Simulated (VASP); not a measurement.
# Si2Mo (P6_222) in VASP: a series of runs

Runs on Si2Mo. Level: PBEsol+U. Tasks: single point, relaxation of cell and atoms.

Program: VASP 6.6.1. These are calculated values, not measurements. Logs are shortened: lines on timing, memory, paths and dates and some standing lists are left out, and cuts for length are marked.

## Step 1: The cell of the first run

Symmetry: P6_222, No. 180, hexagonal system. The conventional cell has a = 4.570 Å, b = 4.570 Å, c = 6.554 Å, α = 90.00°, β = 90.00°, γ = 120.00°. Mo (site symmetry 222) has 10 Si at 2.56 to 2.66 Å and 4 Mo at 3.16 Å within 3.4 Å. Si (site symmetry 2) has 9 Si at 2.54 to 3.19 Å and 5 Mo at 2.56 to 2.66 Å within 3.4 Å.

## Step 2: Single point, PBEsol+U

INCAR

```
SYSTEM = Si2Mo
ALGO = Normal
EDIFF = 1E-6
ENCUT = 520
GGA = PS
ISIF = 2
ISMEAR = -1
LASPH = .True.
LCHARG = .False.
LDAU = .True.
LDAUJ = 0 0
LDAUL = 2 -1
LDAUPRINT = 1
LDAUTYPE = 2
LDAUU = 3 0
LMAXMIX = 4
LREAL = .False.
LWAVE = .False.
NBANDS = 43
NELM = 150
PREC = Accurate
SIGMA = 0.05
```

KPOINTS

```
k-points
0
Gamma
  5 5 3
  0 0 0
```

POSCAR

```
Si2Mo
1.0
    4.5699736980      0.0000000000      0.0000000000
   -2.2849868490      3.9577133171      0.0000000000
    0.0000000000      0.0000000000      6.5537778256
Mo Si
3 6
Direct
    0.5000000000      0.5000000000      0.8333333333
    0.0000000000      0.5000000000      0.1666666667
    0.5000000000      0.0000000000      0.5000000000
    0.1640886496      0.3281772992      0.5000000000
    0.6718227008      0.8359113504      0.1666666667
    0.8359113504      0.1640886496      0.8333333333
    0.8359113504      0.6718227008      0.5000000000
    0.3281772992      0.1640886496      0.1666666667
    0.1640886496      0.8359113504      0.8333333333
```

Potentials or basis: VASP PAW PBE potentials, release 64 (Mo_sv, Si).

Launch:

```sh
cat potpaw_PBE.64/Mo_sv/POTCAR potpaw_PBE.64/Si/POTCAR > POTCAR
mpirun -np 1 vasp_std > vasp.out
```

OUTCAR:

```text
SYSTEM = Si2Mo
   EDIFF = 1E-6
   ENCUT = 520
   GGA = PS
   ISIF = 2
   ISMEAR = -1
   LASPH = .True.
   LREAL = .False.
   NELM = 150
   PREC = Accurate

 ion  position               nearest neighbor table
   1  0.500  0.500  0.833-   7 2.56   4 2.56   5 2.56   8 2.56   9 2.63   6 2.63   6 2.63   9 2.63
                             9 2.66   6 2.66   3 3.16   3 3.16   2 3.16   2 3.16
   2  0.000  0.500  0.167-   4 2.56   7 2.56   9 2.56   6 2.56   5 2.63   8 2.63   8 2.63   5 2.63
                             5 2.66   8 2.66   3 3.16   3 3.16   1 3.16   1 3.16
   3  0.500  0.000  0.500-   6 2.56   8 2.56   5 2.56   9 2.56   4 2.63   7 2.63   4 2.63   7 2.63
                             4 2.66   7 2.66   1 3.16   1 3.16   2 3.16   2 3.16
   4  0.164  0.328  0.500-   6 2.54   8 2.54   2 2.56   1 2.56   7 2.60   3 2.63   3 2.63   3 2.66
                             7 2.66   7 2.66   5 3.14   9 3.14
   5  0.672  0.836  0.167-   7 2.54   6 2.54   3 2.56   1 2.56   8 2.60   2 2.63   2 2.63   2 2.66
                             8 2.66   8 2.66   4 3.14   9 3.14
   6  0.836  0.164  0.833-   4 2.54   5 2.54   3 2.56   2 2.56   9 2.60   1 2.63   1 2.63   1 2.66
                             9 2.66   9 2.66   7 3.14   8 3.14
   7  0.836  0.672  0.500-   5 2.54   9 2.54   1 2.56   2 2.56   4 2.60   3 2.63   3 2.63   3 2.66
                             4 2.66   4 2.66   6 3.14   8 3.14
   8  0.328  0.164  0.167-   4 2.54   9 2.54   3 2.56   1 2.56   5 2.60   2 2.63   2 2.63   2 2.66
                             5 2.66   5 2.66   7 3.14   6 3.14
   9  0.164  0.836  0.833-   7 2.54   8 2.54   3 2.56   2 2.56   6 2.60   1 2.63   1 2.63   1 2.66
                             6 2.66   6 2.66   4 3.14   5 3.14

  LATTYP: Found a hexagonal cell.
 ALAT       =     4.5699736980
 C/A-ratio  =     1.4340953053

  Lattice vectors:

 A1 = (   4.5699736980,   0.0000000000,   0.0000000000)
 A2 = (  -2.2849868490,   3.9577133171,   0.0000000000)
 A3 = (   0.0000000000,   0.0000000000,   6.5537778256)

Analysis of symmetry for initial positions (statically):
=====================================================================
 Subroutine PRICEL returns:
 Original cell was already a primitive cell.

 Routine SETGRP: Setting up the symmetry group for a
 hexagonal supercell.

 Subroutine GETGRP returns: Found 12 space group operations
 (whereof  4 operations were pure point group operations)
 out of a pool of 24 trial point group operations.

The static configuration has the point symmetry D_2 .
 The point group associated with its full space group is D_6 .

Analysis of symmetry for dynamics (positions and initial velocities):
=====================================================================
 Subroutine PRICEL returns:
 Original cell was already a primitive cell.

 Routine SETGRP: Setting up the symmetry group for a
 hexagonal supercell.

 Subroutine GETGRP returns: Found 12 space group operations
 (whereof  4 operations were pure point group operations)
 out of a pool of 24 trial point group operations.

The dynamic configuration has the point symmetry D_2 .
 The point group associated with its full space group is D_6 .

 Subroutine INISYM returns: Found 12 space group operations
 (whereof  4 operations are pure point group operations),
 and found     1 'primitive' translations

----------------------------------------------------------------------------------------

                                     Primitive cell

  volume of cell :     118.5359

  direct lattice vectors                    reciprocal lattice vectors
     4.569973698  0.000000000  0.000000000     0.218819640  0.126335578  0.000000000
[... 71 lines left out ...]
   dimension x,y,z NGXF=    72 NGYF=   72 NGZF=  100
   ions per type =               3   6
   NGX,Y,Z   is equivalent  to a cutoff of  13.10, 13.10, 12.68 a.u.
   NGXF,Y,Z  is equivalent  to a cutoff of  26.19, 26.19, 25.37 a.u.
 SYSTEM =  Si2Mo
   PREC   = accura    normal or accurate (medium, high low for compatibility)
   ISTART =      0    job   : 0-new  1-cont  2-samecut
   ICHARG =      2    charge: 1-file 2-atom 10-const
   ISPIN  =      1    spin polarized calculation?
   LNONCOLLINEAR =      F non collinear calculations
   LSORBIT =      F    spin-orbit coupling
   LASPH  =      T    aspherical Exc in radial PAW
   ENCUT  =  520.0 eV  38.22 Ry    6.18 a.u.   8.50  8.50 12.19*2*pi/ulx,y,z
   NELM   =    150;   NELMIN=  2; NELMDL= -5     # of ELM steps
   EDIFF  = 0.1E-05   stopping-criterion for ELM
   LREAL  =      F    real-space projection
   EDIFFG = 0.1E-04   stopping-criterion for IOM
   NSW    =      0    number of steps for IOM
   IBRION =     -1    ionic relax: 0-MD 1-quasi-New 2-CG
   NFREE  =      0    steps in history (QN), initial steepest desc. (CG)
   ISIF   =      2    stress and relaxation
   ISYM   =      2    0-nonsym 1-usesym 2-fastsym
   POTIM  = 0.5000    time-step for ionic-motion
   TEBEG  =    0.0;   TEEND  =   0.0 temperature during run
   PSTRESS=    0.0 pullay stress
   NELECT =      66.0000    total number of electrons
   NUPDOWN=      -1.0000    fix difference up-down
   EMIN   =  10.00;   EMAX   =-10.00  energy-range for DOS
   EFERMI =   0.00;   METHOD = LEGACY
   ISMEAR =    -1;   SIGMA  =   0.05  broadening in eV -4-tet -1-fermi 0-gaus
   EFERMI_NEDOS =   21; number of points for ismear=-14 and -15
   IALGO  =     38    algorithm
   IMIX   =      4    mixing-type and parameters
     AMIX     =   0.40;   BMIX     =  1.00
     AMIX_MAG =   1.60;   BMIX_MAG =  1.00
  volume/ion in A,a.u.               =      13.17        88.88
  Fermi-wavevector in a.u.,A,eV,Ry     =   1.346810  2.545101 24.679557  1.813896
  Thomas-Fermi vector in A             =   2.474611
   LORBIT       =      0    0 simple, 1 ext, 2 COOP (PROOUT), +10 PAW based schemes
 LDA+U is selected, type is set to LDAUTYPE =  2
   angular momentum for each species LDAUL =     2   -1
   U (eV)           for each species LDAUU =   3.0  0.0
   J (eV)           for each species LDAUJ =   0.0  0.0
   GGA     = PS    functional components
   LHFCALC =     F    Hartree Fock is set to
   AEXX    =    0.0000 exact exchange contribution
   IVDW    =     0    specifies the selected vdW correction
   LEPSILON=     F    determine dielectric tensor
   LRPA    =     F    only Hartree local field effects (RPA)
 non-spin polarized calculation
  energy-cutoff  :      520.00
  volume of cell :      118.54
 maximum number of plane-waves:      3234
 NGX is ok and might be reduce to    36
   NGX = 17   NGY = 17   NGZ = 25

atom =   1  type =  1  l = 2

 onsite density matrix

spin component  1
[... 83 lines left out ...]
  o =  0.3328  v =  0.0000  1.0000  0.0000  0.0000 -0.0000  0.0000  0.0000  0.0000  0.0000  0.0000      0.0000  0.0000  0.0000  0.0000  0.0000  0.0000  0.0000  0.0000  0.0000  0.0000
  o =  0.3328  v =  0.0000  0.0000  0.0000  0.0000  0.0000  0.0000  1.0000  0.0000  0.0000 -0.0000      0.0000  0.0000  0.0000  0.0000  0.0000  0.0000  0.0000  0.0000  0.0000  0.0000
  o =  0.3889  v =  0.0000 -0.0000  0.4656  0.0000 -0.8850  0.0000  0.0000  0.0000  0.0000  0.0000      0.0000  0.0000  0.0000  0.0000  0.0000  0.0000  0.0000  0.0000  0.0000  0.0000
  o =  0.3889  v =  0.0000  0.0000  0.0000  0.0000  0.0000  0.0000 -0.0000  0.4656  0.0000 -0.8850      0.0000  0.0000  0.0000  0.0000  0.0000  0.0000  0.0000  0.0000  0.0000  0.0000
  o =  0.4389  v =  1.0000  0.0000  0.0000  0.0000  0.0000  0.0000  0.0000  0.0000  0.0000  0.0000      0.0000  0.0000  0.0000  0.0000  0.0000  0.0000  0.0000  0.0000  0.0000  0.0000
  o =  0.4389  v =  0.0000  0.0000  0.0000  0.0000  0.0000  1.0000  0.0000  0.0000  0.0000  0.0000      0.0000  0.0000  0.0000  0.0000  0.0000  0.0000  0.0000  0.0000  0.0000  0.0000
  o =  0.4548  v =  0.0000  0.0000  0.0000 -1.0000  0.0000  0.0000  0.0000  0.0000  0.0000  0.0000      0.0000  0.0000  0.0000  0.0000  0.0000  0.0000  0.0000  0.0000  0.0000  0.0000
  o =  0.4548  v =  0.0000  0.0000  0.0000  0.0000  0.0000  0.0000  0.0000  0.0000 -1.0000  0.0000      0.0000  0.0000  0.0000  0.0000  0.0000  0.0000  0.0000  0.0000  0.0000  0.0000
  o =  0.5186  v =  0.0000  0.0000  0.0000  0.0000  0.0000  0.0000 -0.0000 -0.8850 -0.0000 -0.4656      0.0000  0.0000  0.0000  0.0000  0.0000  0.0000  0.0000  0.0000  0.0000  0.0000
  o =  0.5186  v =  0.0000 -0.0000 -0.8850 -0.0000 -0.4656  0.0000  0.0000  0.0000  0.0000  0.0000      0.0000  0.0000  0.0000  0.0000  0.0000  0.0000  0.0000  0.0000  0.0000  0.0000

 number of electron      65.9999995 magnetization

 Free energy of the ion-electron system (eV)
  ---------------------------------------------------
  ext. energy  EPLUGINS =         0.00000000
  ---------------------------------------------------
  free energy    TOTEN  =       -64.11242320 eV

  energy without entropy =      -64.11238355  energy(sigma->0) =      -64.11240337

 E-fermi :  13.0079     XC(G=0): -12.5966

 val. band max:       12.5741162857   @ k =   0.0000   0.0000   0.3333
 cond. band min:      13.4375331454   @ k =   0.4000   0.0000   0.0000
 fundamental gap:      0.8634168597
 Fermi energy:        13.0079056473

 k-point     1 :       0.0000    0.0000    0.0000
  band No.  band energies     occupation
      1     -48.1694      2.00000
      2     -48.1373      2.00000
      3     -48.1373      2.00000
      4     -22.4529      2.00000
      5     -22.4382      2.00000
      6     -22.4382      2.00000
[... 449 lines left out ...]
     42      16.0561      0.00000
     43      16.6063      0.00000

------------------------ aborting loop because EDIFF is reached ----------------------------------------

  FORCE on cell =-STRESS in cart. coord.  units (eV):
  Direction    XX          YY          ZZ          XY          YZ          ZX
  --------------------------------------------------------------------------------------
  -------------------------------------------------------------------------------------
  Total        2.1971559      2.1971559      2.1365308      0.0000000      0.0000000      0.0000000
  in kB       29.6976248     29.6976248     28.8781921      0.0000000      0.0000000      0.0000000
  external PRESSURE =      29.4244806 kB  Pullay stress =       0.0000000 kB

 VOLUME and BASIS-vectors are now :
 -----------------------------------------------------------------------------
  energy-cutoff  :      520.00
  volume of cell :      118.54
      direct lattice vectors                 reciprocal lattice vectors
     4.569973698  0.000000000  0.000000000     0.218819640  0.126335578  0.000000000
    -2.284986849  3.957713317  0.000000000     0.000000000  0.252671156  0.000000000
     0.000000000  0.000000000  6.553777826     0.000000000  0.000000000  0.152583750

 POSITION                                       TOTAL-FORCE (eV/Angst)
 -----------------------------------------------------------------------------------
      1.14249      1.97886      5.46148        -0.000000      0.000000     -0.000000
     -1.14249      1.97886      1.09230         0.000000      0.000000     -0.000000
      2.28499      0.00000      3.27689         0.000000      0.000000      0.000000
     -0.00000      1.29883      3.27689         0.000000     -0.038682      0.000000
      1.16017      3.30830      1.09230         0.033500      0.019341      0.000000
      3.44515      0.64942      5.46148         0.033500     -0.019341      0.000000
      2.28499      2.65888      3.27689        -0.000000      0.038682      0.000000
      1.12482      0.64942      1.09230        -0.033500     -0.019341      0.000000
     -1.16017      3.30830      5.46148        -0.033500      0.019341      0.000000
 -----------------------------------------------------------------------------------
    total drift:                               -0.000000     -0.000000     -0.000001

  FREE ENERGIE OF THE ION-ELECTRON SYSTEM (eV)
  ---------------------------------------------------
  free  energy   TOTEN  =       -64.1124231972 eV

  energy  without entropy=      -64.1123835452  energy(sigma->0) =      -64.11240337
```

It took 65 s on 1 thread of Intel Xeon Platinum 8488C (Sapphire Rapids), shared host; peak memory 0.25 GiB.

What came out:

| Item | Value |
| --- | --- |
| Free energy | -64.1124 eV |
| Pressure | 2.9 GPa |
| Largest force | 0.039 eV/Å |
| Band gap on the k mesh | 0.86 eV (least direct gap 1.13 eV) |

Forces on the atoms (eV/Å):
```
Mo   0.000  0.000  0.000
Mo   0.000  0.000  0.000
Mo   0.000  0.000  0.000
Si   0.000 -0.039  0.000
Si   0.034  0.019  0.000
Si   0.034 -0.019  0.000
Si   0.000  0.039  0.000
Si  -0.034 -0.019  0.000
Si  -0.034  0.019  0.000
```

Stress tensor (GPa, compression positive):
```
2.97 0.00 0.00
0.00 2.97 0.00
0.00 0.00 2.89
```

Eigenvalues of the final occupation matrices:
```
    site  spin  trace               eigenvalues
site 1 d     1   2.13  0.33 0.39 0.44 0.45 0.52
site 1 d     2   2.13  0.33 0.39 0.44 0.45 0.52
site 2 d     1   2.13  0.33 0.39 0.44 0.45 0.52
site 2 d     2   2.13  0.33 0.39 0.44 0.45 0.52
site 3 d     1   2.13  0.33 0.39 0.44 0.45 0.52
site 3 d     2   2.13  0.33 0.39 0.44 0.45 0.52
```

Caveat: the PAW data sets were made with another functional, which shifts forces and pressure a little; an odd mesh through Γ misses points on the zone boundary, where band edges can lie; the U is typed as a test and isn't derived for this compound.

## Step 3: Relaxation of cell and atoms, PBEsol+U

This run uses another cell than the first one, of 13.31 Å³/atom.

INCAR

```
  PREC = Accurate
  ENCUT = 500
  EDIFF = 1E-7
  ISMEAR = -1
  SIGMA = 0.05
  LREAL = F
  LASPH = T
  NELM = 200
  ALGO = Normal
  ISIF = 3
  LWAVE = F
  LCHARG = F
  LMAXMIX = 4
  LDAU = T
  LDAUTYPE = 2
  LDAUL = 2 -1
  LDAUU = 6 0
  LDAUJ = 0 0
  LDAUPRINT = 1
  GGA = PS
  IBRION = 2
  NSW = 60
  EDIFFG = -0.01
  GGA_COMPAT = F
  NELMIN = 4
```

KPOINTS

```
Automatic mesh
0
Gamma
  7 7 4
```

POSCAR

```
Si2Mo
1.0
    4.5854715599      0.0000000000      0.0000000000
   -2.2927357800      3.9711348592      0.0000000000
    0.0000000000      0.0000000000      6.5797601000
Mo Si
3 6
Direct
    0.5000000000      0.5000000000      0.8333333333
    0.0000000000      0.5000000000      0.1666666667
    0.5000000000      0.0000000000      0.5000000000
    0.1638729800      0.3277459600      0.5000000000
    0.6722540400      0.8361270200      0.1666666667
    0.8361270200      0.1638729800      0.8333333333
    0.8361270200      0.6722540400      0.5000000000
    0.3277459600      0.1638729800      0.1666666667
    0.1638729800      0.8361270200      0.8333333333
```

Potentials or basis: VASP PAW PBE potentials, release 64 (Mo_sv, Si).

Launch:

```sh
cat potpaw_PBE.64/Mo_sv/POTCAR potpaw_PBE.64/Si/POTCAR > POTCAR
mpirun -np 1 vasp_std > vasp.out
```

Wall time 3.2 min (1 thread of Intel Xeon 6975P-C (Granite Rapids), shared host); peak memory 0.29 GiB.

It converged, with:

* Free energy: -53.3915 eV
* Relaxed volume: 13.49 Å³/atom
* Relaxed cell: a = 4.612 Å, b = 4.612 Å, c = 6.588 Å, α = 90.00°, β = 90.00°, γ = 120.00°
* Space group after relaxing (to 0.1 Å): P6_222 (No. 180)
* Energy gained by relaxing: 1.7 meV/atom
* Ionic steps: 6
* Pressure after relaxing: 0.0 GPa
* Band gap on the k mesh: 0.84 eV (least direct gap 1.21 eV)

Step by step:
```tsv
step	energy change (eV)	largest force (eV/Å)	pressure (GPa)	volume (Å³)
1	0.0000	0.0765	2.71	119.81
2	0.0140	0.0216	-3.85	123.76
3	-0.0141	0.0526	-0.11	121.43
4	-0.0152	0.0207	-0.02	121.40
5	-0.0152	0.0138	0.00	121.40
6	-0.0153	0.0016	0.00	121.39
```

Final structure:
```yaml
crystal:
  lattice:
    - [4.61247, 0.00000, 0.00000]
    - [-2.30623, 3.99451, 0.00000]
    - [0.00000, 0.00000, 6.58848]
  atoms:
    - { symbol: Mo, position: [0.50000, 0.50000, 0.83333] }
    - { symbol: Mo, position: [0.00000, 0.50000, 0.16667] }
    - { symbol: Mo, position: [0.50000, 0.00000, 0.50000] }
    - { symbol: Si, position: [0.16323, 0.32646, 0.50000] }
    - { symbol: Si, position: [0.67354, 0.83677, 0.16667] }
    - { symbol: Si, position: [0.83677, 0.16323, 0.83333] }
    - { symbol: Si, position: [0.83677, 0.67354, 0.50000] }
    - { symbol: Si, position: [0.32646, 0.16323, 0.16667] }
    - { symbol: Si, position: [0.16323, 0.83677, 0.83333] }
```

Levels at points of the mesh, in eV from the valence-band top:
```tsv
k point	band 29	band 30	band 31	band 32	band 33	band 34	band 35	band 36	band 37	band 38
(0.00, 0.00, 0.00)	-2.46	-2.46	-2.37	-1.88	-0.84	2.57	2.57	2.69	2.87	2.90
(0.00, 0.00, 0.50)	-1.97	-1.97	-1.92	-0.61	-0.61	2.08	2.67	2.67	2.74	2.88
```

Eigenvalues of the final occupation matrices:
```csv
site,spin,trace,eigenvalues
site 1 d,1,2.08,0.30 0.36 0.43 0.45 0.54
site 1 d,2,2.08,0.30 0.36 0.43 0.45 0.54
site 2 d,1,2.08,0.30 0.36 0.43 0.45 0.54
site 2 d,2,2.08,0.30 0.36 0.43 0.45 0.54
site 3 d,1,2.08,0.30 0.36 0.43 0.45 0.54
site 3 d,2,2.08,0.30 0.36 0.43 0.45 0.54
```

Caveat: the PAW data sets were made with another functional, which shifts forces and pressure a little; an odd mesh through Γ misses points on the zone boundary, where band edges can lie; the U is typed as a test and isn't derived for this compound.
